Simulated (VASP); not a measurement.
# Mo16F (a cell with a defect) in VASP: further runs

The runs below take Mo16F (a cell with a defect) through single point, with PBE.

Program: VASP 6.6.1. These are calculated values, not measurements. Logs are shortened: lines on timing, memory, paths and dates and some standing lists are left out, and cuts for length are marked.

## Step 1: The cell of the first run

The cell holds a defect, 17 atoms: a = 6.300 Å, b = 6.300 Å, c = 6.300 Å, α = 90.00°, β = 90.00°, γ = 90.00°.

## Step 2: Single point, PBE

INCAR

```
SYSTEM = Mo16F
PREC = Accurate
ENCUT = 520
EDIFF = 1E-6
ISMEAR = -1
SIGMA = 0.15
LREAL = Auto
LASPH = .True.
NELM = 100
ALGO = Normal
ISIF = 2
LWAVE = .False.
LCHARG = .False.
GGA = PE
NBANDS = 130
```

KPOINTS

```
Automatic mesh
0
Gamma
  2 2 2
  0 0 0
```

POSCAR

```
Mo16F
1.0
    6.3000000000      0.0000000000      0.0000000000
    0.0000000000      6.3000000000      0.0000000000
    0.0000000000      0.0000000000      6.3000000000
Mo F
16 1
Direct
   -0.0126190476     -0.0029682540     -0.0300634921
    0.5631746032     -0.0247777778      0.0237142857
    0.0125873016      0.4956190476     -0.0024126984
   -0.0173650794      0.0169206349      0.5060476190
    0.2308730159      0.2636507937      0.2730952381
    0.4890634921      0.4858412698      0.0193492063
    0.4809682540     -0.0174761905      0.5139206349
    0.7560317460      0.2546984127      0.2632380952
    0.0003650794      0.5090317460      0.5055873016
    0.2272380952      0.7368412698      0.2384603175
    0.2593968254      0.2648253968      0.7124920635
    0.5080000000      0.5006984127      0.4912222222
    0.7433333333      0.7433650794      0.2497936508
    0.7467777778      0.2650634921      0.7471904762
    0.2400952381      0.7573809524      0.7421746032
    0.7531904762      0.7556190476      0.7461111111
    0.2859841270      0.1107936508     -0.0096031746
```

Potentials or basis: VASP PAW PBE potentials, release 64 (Mo_sv, F).

Started as:

```console
$ cat potpaw_PBE.64/Mo_sv/POTCAR potpaw_PBE.64/F/POTCAR > POTCAR
$ mpirun -np 1 vasp_std > vasp.out
```

OUTCAR:

```text
SYSTEM = Mo16F
   PREC = Accurate
   ENCUT = 520
   EDIFF = 1E-6
   ISMEAR = -1
   LREAL = Auto
   LASPH = .True.
   NELM = 100
   ISIF = 2
   GGA = PE

 ion  position               nearest neighbor table
   1  0.987  0.997  0.970-  17 2.02  16 2.55  15 2.62  14 2.67   2 2.70  10 2.80  13 2.83   8 2.86
                            11 2.90   4 2.93   5 2.97   3 3.15   3 3.17   4 3.38
   2  0.563  0.975  0.024-  17 1.96  13 2.33  16 2.53   8 2.62   1 2.70  14 2.78  10 2.93  15 3.03
                             6 3.12   7 3.13   5 3.19   6 3.25   7 3.25  11 3.29
   3  0.013  0.496  0.998-  10 2.54   5 2.65  15 2.71  14 2.72   8 2.78  11 2.79  13 2.80  16 2.80
                             6 3.01   9 3.10   1 3.15   1 3.17   9 3.20   6 3.30
   4  0.983  0.017  0.506-   8 2.57  14 2.64   5 2.65  16 2.66  11 2.68  15 2.74  13 2.80  10 2.89
                             1 2.93   9 3.10   7 3.15   7 3.17   9 3.20   1 3.38
   5  0.231  0.264  0.273-  17 2.05   9 2.58   4 2.65   3 2.65   6 2.68  12 2.68  11 2.77   7 2.81
                             1 2.97  10 2.99   8 2.99   2 3.19   8 3.31  10 3.33
   6  0.489  0.486  0.019-  10 2.67   5 2.68  17 2.69  13 2.70   8 2.70  14 2.74  11 2.79  15 2.90
                            16 2.94  12 2.98   3 3.01   2 3.12   2 3.25   3 3.30  12 3.33
   7  0.481  0.983  0.514-  15 2.53  11 2.58  16 2.67  13 2.79   5 2.81  10 2.82  14 2.85   8 2.90
                            12 3.04   2 3.13   4 3.15   4 3.17   2 3.25  12 3.27
   8  0.756  0.255  0.263-   4 2.57   2 2.62  12 2.63   9 2.70   6 2.70   3 2.78   1 2.86   7 2.90
                             5 2.99  14 3.05  13 3.08  13 3.22  14 3.25   5 3.31
   9  0.000  0.509  0.506-   5 2.58  11 2.59  10 2.63  15 2.64  16 2.67  14 2.69   8 2.70  13 2.72
                             3 3.10   4 3.10  12 3.10  12 3.20   4 3.20   3 3.20
  10  0.227  0.737  0.238-   3 2.54   9 2.63   6 2.67   1 2.80  12 2.81   7 2.82   4 2.89   2 2.93
                             5 2.99  13 3.05  15 3.13  15 3.18  13 3.25   5 3.33
  11  0.259  0.265  0.712-  17 2.01  12 2.57   7 2.58   9 2.59   4 2.68   5 2.77   3 2.79   6 2.79
                             1 2.90  14 3.08  15 3.11  15 3.20  14 3.24   2 3.29
  12  0.508  0.501  0.491-  11 2.57  13 2.62   8 2.63  14 2.66   5 2.68  16 2.75  10 2.81  15 2.82
                             6 2.98   7 3.04   9 3.10   9 3.20   7 3.27   6 3.33
  13  0.743  0.743  0.250-   2 2.33  12 2.62   6 2.70   9 2.72   7 2.79   3 2.80   4 2.80   1 2.83
                            10 3.05   8 3.08  16 3.13  16 3.17   8 3.22  10 3.25
  14  0.747  0.265  0.747-   4 2.64  12 2.66   1 2.67   9 2.69   3 2.72   6 2.74   2 2.78   7 2.85
                             8 3.05  11 3.08  16 3.09  16 3.21  11 3.24   8 3.25
  15  0.240  0.757  0.742-   7 2.53   1 2.62   9 2.64   3 2.71   4 2.74  12 2.82   6 2.90   2 3.03
                            16 3.07  11 3.11  10 3.13  10 3.18  11 3.20  16 3.23
  16  0.753  0.756  0.746-   2 2.53   1 2.55   4 2.66   7 2.67   9 2.67  12 2.75   3 2.80   6 2.94
                            15 3.07  14 3.09  13 3.13  13 3.17  14 3.21  15 3.23
  17  0.286  0.111  0.990-   2 1.96  11 2.01   1 2.02   5 2.05   6 2.69

  LATTYP: Found a simple cubic cell.
 ALAT       =     6.3000000000

  Lattice vectors:

 A1 = (   6.3000000000,   0.0000000000,   0.0000000000)
 A2 = (   0.0000000000,   6.3000000000,   0.0000000000)
 A3 = (   0.0000000000,   0.0000000000,   6.3000000000)

Analysis of symmetry for initial positions (statically):
=====================================================================
 Subroutine PRICEL returns:
 Original cell was already a primitive cell.

 Routine SETGRP: Setting up the symmetry group for a
 simple cubic supercell.

 Subroutine GETGRP returns: Found  1 space group operations
 (whereof  1 operations were pure point group operations)
 out of a pool of 48 trial point group operations.

The static configuration has the point symmetry C_1 .

Analysis of symmetry for dynamics (positions and initial velocities):
=====================================================================
 Subroutine PRICEL returns:
 Original cell was already a primitive cell.

 Routine SETGRP: Setting up the symmetry group for a
 simple cubic supercell.

 Subroutine GETGRP returns: Found  1 space group operations
 (whereof  1 operations were pure point group operations)
 out of a pool of 48 trial point group operations.

The dynamic configuration has the point symmetry C_1 .

 Subroutine INISYM returns: Found  1 space group operations
 (whereof  1 operations are pure point group operations),
 and found     1 'primitive' translations

----------------------------------------------------------------------------------------

                                     Primitive cell

  volume of cell :     250.0470

  direct lattice vectors                    reciprocal lattice vectors
     6.300000000  0.000000000  0.000000000     0.158730159  0.000000000  0.000000000
     0.000000000  6.300000000  0.000000000     0.000000000  0.158730159  0.000000000
     0.000000000  0.000000000  6.300000000     0.000000000  0.000000000  0.158730159

  length of vectors
     6.300000000  6.300000000  6.300000000     0.158730159  0.158730159  0.158730159

  position of ions in fractional coordinates (direct lattice)
     0.987380952  0.997031746  0.969936508
     0.563174603  0.975222222  0.023714286
     0.012587302  0.495619048  0.997587302
     0.982634921  0.016920635  0.506047619
     0.230873016  0.263650794  0.273095238
     0.489063492  0.485841270  0.019349206
[... 9 lines left out ...]
     0.753190476  0.755619048  0.746111111
     0.285984127  0.110793651  0.990396825

  ion indices of the primitive-cell ions
   primitive index   ion index
                 1           1
                 2           2
                 3           3
                 4           4
                 5           5
                 6           6
[... 9 lines left out ...]
                16          16
                17          17

----------------------------------------------------------------------------------------

 KPOINTS: Automatic mesh

Automatic generation of k-mesh.
 Grid dimensions read from file:
 generate k-points for:    2    2    2

 Generating k-lattice:

  Cartesian coordinates                     Fractional coordinates (reciprocal lattice)
     0.079365079  0.000000000  0.000000000     0.500000000  0.000000000  0.000000000
     0.000000000  0.079365079  0.000000000     0.000000000  0.500000000  0.000000000
     0.000000000  0.000000000  0.079365079     0.000000000  0.000000000  0.500000000

  Length of vectors
     0.079365079  0.079365079  0.079365079

  Shift w.r.t. Gamma in fractional coordinates (k-lattice)
     0.000000000  0.000000000  0.000000000

 Subroutine IBZKPT returns following result:
 ===========================================

 Found      8 irreducible k-points:

 Following reciprocal coordinates:
            Coordinates               Weight
  0.000000  0.000000  0.000000      1.000000
  0.500000  0.000000  0.000000      1.000000
  0.000000  0.500000  0.000000      1.000000
  0.000000  0.000000  0.500000      1.000000
  0.500000  0.500000  0.000000      1.000000
  0.000000  0.500000  0.500000      1.000000
  0.500000  0.000000  0.500000      1.000000
  0.500000  0.500000  0.500000      1.000000
   k-points           NKPTS =      8   k-points in BZ     NKDIM =      8   number of bands    NBANDS=    130
   number of dos      NEDOS =    301   number of ions     NIONS =     17
   total plane-waves  NPLWV = 110592
   dimension x,y,z NGX =    48 NGY =   48 NGZ =   48
   dimension x,y,z NGXF=    96 NGYF=   96 NGZF=   96
   ions per type =              16   1
   NGX,Y,Z   is equivalent  to a cutoff of  12.67, 12.67, 12.67 a.u.
   NGXF,Y,Z  is equivalent  to a cutoff of  25.33, 25.33, 25.33 a.u.
 SYSTEM =  Mo16F
   PREC   = accura    normal or accurate (medium, high low for compatibility)
   ISTART =      0    job   : 0-new  1-cont  2-samecut
   ICHARG =      2    charge: 1-file 2-atom 10-const
   ISPIN  =      1    spin polarized calculation?
   LNONCOLLINEAR =      F non collinear calculations
   LSORBIT =      F    spin-orbit coupling
   LASPH  =      T    aspherical Exc in radial PAW
   ENCUT  =  520.0 eV  38.22 Ry    6.18 a.u.  11.71 11.71 11.71*2*pi/ulx,y,z
   NELM   =    100;   NELMIN=  2; NELMDL= -5     # of ELM steps
   EDIFF  = 0.1E-05   stopping-criterion for ELM
   LREAL  =      T    real-space projection
   EDIFFG = 0.1E-04   stopping-criterion for IOM
   NSW    =      0    number of steps for IOM
   IBRION =     -1    ionic relax: 0-MD 1-quasi-New 2-CG
   NFREE  =      0    steps in history (QN), initial steepest desc. (CG)
   ISIF   =      2    stress and relaxation
   ISYM   =      2    0-nonsym 1-usesym 2-fastsym
   POTIM  = 0.5000    time-step for ionic-motion
   TEBEG  =    0.0;   TEEND  =   0.0 temperature during run
   PSTRESS=    0.0 pullay stress
   NELECT =     231.0000    total number of electrons
   NUPDOWN=      -1.0000    fix difference up-down
   EMIN   =  10.00;   EMAX   =-10.00  energy-range for DOS
   EFERMI =   0.00;   METHOD = LEGACY
   ISMEAR =    -1;   SIGMA  =   0.15  broadening in eV -4-tet -1-fermi 0-gaus
   EFERMI_NEDOS =   21; number of points for ismear=-14 and -15
   IALGO  =     38    algorithm
   IMIX   =      4    mixing-type and parameters
     AMIX     =   0.40;   BMIX     =  1.00
     AMIX_MAG =   1.60;   BMIX_MAG =  1.00
  volume/ion in A,a.u.               =      14.71        99.26
  Fermi-wavevector in a.u.,A,eV,Ry     =   1.594428  3.013032 34.588744  2.542201
  Thomas-Fermi vector in A             =   2.692504
   LORBIT       =      0    0 simple, 1 ext, 2 COOP (PROOUT), +10 PAW based schemes
   GGA     = PE    functional components
   LHFCALC =     F    Hartree Fock is set to
   AEXX    =    0.0000 exact exchange contribution
   IVDW    =     0    specifies the selected vdW correction
   LEPSILON=     F    determine dielectric tensor
   LRPA    =     F    only Hartree local field effects (RPA)
 non-spin polarized calculation
  energy-cutoff  :      520.00
  volume of cell :      250.05
 maximum number of plane-waves:      6776
 NGX is ok and might be reduce to    48
   NGX = 23   NGY = 23   NGZ = 23

 number of electron     231.0000004 magnetization

 Free energy of the ion-electron system (eV)
  ---------------------------------------------------
  ext. energy  EPLUGINS =         0.00000000
  ---------------------------------------------------
  free energy    TOTEN  =      -173.92750746 eV

  energy without entropy =     -173.15844941  energy(sigma->0) =     -173.54297843

 E-fermi :  12.8532     XC(G=0): -13.4833

 val. band max:       12.8346091357   @ k =   0.5000   0.5000   0.0000
 cond. band min:      12.8671016143   @ k =   0.0000   0.5000   0.5000
 fundamental gap:      0.0324924786
 Fermi energy:        12.8532385074

 k-point     1 :       0.0000    0.0000    0.0000
  band No.  band energies     occupation
      1     -48.3765      2.00000
      2     -48.2462      2.00000
      3     -48.1865      2.00000
      4     -48.1608      2.00000
      5     -48.0860      2.00000
      6     -48.0632      2.00000
[... 119 lines left out ...]
    126      14.5130      0.00003
    127      14.5729      0.00002

 k-point     2 :       0.5000    0.0000    0.0000
  band No.  band energies     occupation
      1     -48.3288      2.00000
      2     -48.2966      2.00000
      3     -48.1854      2.00000
      4     -48.1628      2.00000
      5     -48.1162      2.00000
      6     -48.0695      2.00000
[... 899 lines left out ...]
    126      14.4510      0.00005
    127      14.5458      0.00003
 [bands above 127 left out]

------------------------ aborting loop because EDIFF is reached ----------------------------------------

  FORCE on cell =-STRESS in cart. coord.  units (eV):
  Direction    XX          YY          ZZ          XY          YZ          ZX
  --------------------------------------------------------------------------------------
  -------------------------------------------------------------------------------------
  Total       29.8366686     26.5049797     28.7925126     -2.5742181     -1.4715783      1.7241505
  in kB      191.1785947    169.8307820    184.4881604    -16.4943143     -9.4291446     11.0475025
  external PRESSURE =     181.8325124 kB  Pullay stress =       0.0000000 kB

 VOLUME and BASIS-vectors are now :
 -----------------------------------------------------------------------------
  energy-cutoff  :      520.00
  volume of cell :      250.05
      direct lattice vectors                 reciprocal lattice vectors
     6.300000000  0.000000000  0.000000000     0.158730159  0.000000000  0.000000000
     0.000000000  6.300000000  0.000000000     0.000000000  0.158730159  0.000000000
     0.000000000  0.000000000  6.300000000     0.000000000  0.000000000  0.158730159

 POSITION                                       TOTAL-FORCE (eV/Angst)
 -----------------------------------------------------------------------------------
      6.22050      6.28130      6.11060        -0.419106     -0.302748      1.828677
      3.54800      6.14390      0.14940        -1.069934      0.107457     -1.064952
      0.07930      3.12240      6.28480        -1.770562      0.525005     -0.164349
      6.19060      0.10660      3.18810         0.466246     -1.289211     -1.098596
      1.45450      1.66100      1.72050         0.933206     -0.420765     -0.046500
      3.08110      3.06080      0.12190         0.943148      1.545106     -1.391663
[... 9 lines left out ...]
      4.74510      4.76040      4.70050        -0.564152     -1.052304      0.003628
      1.80170      0.69800      6.23950        -0.737336      0.261298      0.567455
 -----------------------------------------------------------------------------------
    total drift:                               -0.001357      0.001936      0.001560

  FREE ENERGIE OF THE ION-ELECTRON SYSTEM (eV)
  ---------------------------------------------------
  free  energy   TOTEN  =      -173.9275074590 eV

  energy  without entropy=     -173.1584494109  energy(sigma->0) =     -173.54297843
```

It took 8 min on 1 thread of Intel Xeon Platinum 8259CL at 2.50GHz (Skylake/Cascade Lake), shared host; peak memory 0.42 GiB.

Results:

```
Free energy            : -173.9275 eV
Pressure               : 18.2 GPa
Largest force          : 2.283 eV/Å
Band gap on the k mesh : zero (an odd number of electrons rules out a gap without spin polarisation)
```

Forces in eV/Å, atoms in the order of the input:
```
Mo  -0.419 -0.303  1.829
Mo  -1.070  0.107 -1.065
Mo  -1.771  0.525 -0.164
Mo   0.466 -1.289 -1.099
Mo   0.933 -0.421 -0.046
Mo   0.943  1.545 -1.392
Mo   1.034  0.717 -1.455
Mo  -0.450 -0.178 -0.769
Mo  -0.572  0.345 -0.334
Mo   0.947  1.046  0.871
Mo  -0.458  0.742  0.472
Mo  -0.608  0.034  1.404
Mo   1.574 -0.506  1.013
Mo   0.008 -0.237  0.171
Mo   0.743 -1.337 -0.007
Mo  -0.564 -1.052  0.004
F   -0.737  0.261  0.567
```

Caveat: the k points lie up to 0.50 Å⁻¹ apart, too coarse for converged energies and pressures of a metal; the atoms stand as in a frame of molecular dynamics.

## Step 3: Single point, PBE

INCAR

```
PREC = Accurate
ENCUT = 520
EDIFF = 1E-6
ISMEAR = -1
SIGMA = 0.15
LREAL = Auto
LASPH = True
NELM = 100
ALGO = Normal
ISIF = 2
LWAVE = False
LCHARG = True
GGA = PE
LELF = True
LVHAR = True
NBANDS = 130
```

KPOINTS

```
Automatic mesh
0
Gamma
  2 2 2
```

POSCAR

```
Mo16F
1.0
    6.3000000000      0.0000000000      0.0000000000
    0.0000000000      6.3000000000      0.0000000000
    0.0000000000      0.0000000000      6.3000000000
Mo F
16 1
Direct
   -0.0430793651     -0.0400476190      0.0084126984
    0.5057777778     -0.0167460317     -0.0205396825
   -0.0045396825      0.4894444444      0.0044285714
    0.0152539683     -0.0075396825      0.5168571429
    0.2643333333      0.2917460317      0.2786507937
    0.5167301587      0.5086984127     -0.0002857143
    0.5112380952      0.0075873016      0.5047142857
    0.7440476190      0.2429365079      0.2267777778
   -0.0088095238      0.4927142857      0.4938730159
    0.2698412698      0.7525714286      0.2447142857
    0.2454285714      0.2767936508      0.7260793651
    0.5055555556      0.5047460317      0.4989841270
    0.7426507937      0.7472063492      0.2675873016
    0.7487777778      0.2436031746      0.7492539683
    0.2258571429      0.7594603175      0.7572857143
    0.7563015873      0.7465396825      0.7378095238
    0.2143015873      0.1343015873      0.0172698413
```

Potentials or basis: VASP PAW PBE potentials, release 64 (Mo_sv, F).

Started as:

```console
$ cat potpaw_PBE.64/Mo_sv/POTCAR potpaw_PBE.64/F/POTCAR > POTCAR
$ mpirun -np 1 vasp_std > vasp.out
```

Wall time 9.6 min (1 thread of Intel Xeon Platinum 8259CL at 2.50GHz (Skylake/Cascade Lake), shared host); peak memory 0.42 GiB.

Results (log left out):

```yaml
Free_energy: -174.1849 eV
Pressure: 17.4 GPa
Largest_force: 2.807 eV/Å
Band_gap_on_the_k_mesh: zero (an odd number of electrons rules out a gap without spin polarisation)
```

Forces on the atoms (eV/Å):
```
Mo  -0.226 -0.022  0.253
Mo   0.501  0.190  1.017
Mo   0.078  1.273 -0.278
Mo  -0.997  0.459 -1.783
Mo  -0.568 -0.497  0.942
Mo  -1.172 -0.342 -0.601
Mo  -0.738 -0.498 -0.698
Mo   0.335  0.357  1.903
Mo   0.371  0.498  0.469
Mo  -1.256 -0.072  0.816
Mo   0.689  0.009  0.141
Mo   0.132  0.419  0.963
Mo   0.730  0.081 -1.130
Mo   0.079  0.633 -0.635
Mo   2.130 -1.664 -0.757
Mo  -1.343 -0.623  0.652
F    1.254 -0.201 -1.274
```

Stress tensor (GPa, compression positive):
```
16.93  2.36  0.80
 2.36 17.55  1.18
 0.80  1.18 17.60
```

Levels at points of the mesh, in eV from the Fermi level:
```csv
k point,band 111,band 112,band 113,band 114,band 115,band 116,band 117,band 118,band 119,band 120
"(0.00, 0.00, 0.00)",-0.43,-0.39,-0.26,-0.19,-0.07,0.31,0.43,0.77,1.05,1.10
"(0.50, 0.00, 0.00)",-0.64,-0.48,-0.45,-0.31,-0.13,0.03,0.18,0.28,0.61,0.65
"(0.00, 0.50, 0.00)",-0.79,-0.65,-0.37,-0.28,-0.19,-0.02,0.32,0.36,0.51,0.66
"(0.00, 0.00, 0.50)",-0.56,-0.48,-0.39,-0.37,-0.30,0.00,0.11,0.50,0.64,0.76
"(0.50, 0.50, 0.00)",-1.03,-0.92,-0.75,-0.57,-0.16,-0.10,0.08,0.42,0.44,0.51
"(0.00, 0.50, 0.50)",-1.01,-0.91,-0.83,-0.49,-0.19,-0.07,0.03,0.30,0.45,0.57
"(0.50, 0.00, 0.50)",-1.07,-0.91,-0.67,-0.61,-0.35,-0.30,0.02,0.16,0.37,0.69
"(0.50, 0.50, 0.50)",-2.15,-2.11,-1.58,-1.25,-0.74,0.55,0.85,0.93,1.09,1.18
```

Caveat: the k points lie up to 0.50 Å⁻¹ apart, too coarse for converged energies and pressures of a metal; the atoms stand as in a frame of molecular dynamics.

The gap in the log of VASP goes by the Fermi energy; the results here count the filled bands.